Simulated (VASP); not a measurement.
Here is a VASP 6.6.1 calculation.

File INCAR:

```
PREC = Accurate
ENCUT = 500
EDIFF = 1E-6
ISMEAR = -1
SIGMA = 0.05
LREAL = F
LASPH = T
NELM = 120
ALGO = Normal
ISIF = 2
LWAVE = F
LCHARG = T
GGA = CA
LELF = T
LVHAR = T
NBANDS = 16
GGA_COMPAT = F
```

The input KPOINTS:

```
regular mesh
0
Gamma
  6 6 6
```

The input POSCAR:

```
GaSb
1.0
   -2.7534350000      2.7534350000      1.5907050000
    2.7534350000     -2.7534350000      1.5907050000
    2.7534350000      2.7534350000     -1.5907050000
Ga Sb
1 1
Direct
    0.7500000000      0.2500000000      0.5000000000
    0.0000000000      0.0000000000      0.0000000000
```

Potentials or basis: VASP PAW LDA potentials, release 64 (Ga_d, Sb).

The run is started by

```console
$ cat potpaw_LDA.64/Ga_d/POTCAR potpaw_LDA.64/Sb/POTCAR > POTCAR
$ mpirun -np 1 vasp_std > vasp.out
```

(1) What does it give for the band gap on the k mesh?

(2) Predict the pressure.

Results:

(1) zero (bands 9 and 10 overlap by 4.78 eV).

(2) -4.0 GPa.

Caveat: the k points lie up to 0.38 Å⁻¹ apart, too coarse for converged energies and pressures of a metal; spin-orbit coupling is left out, which moves the levels of the heavy elements.
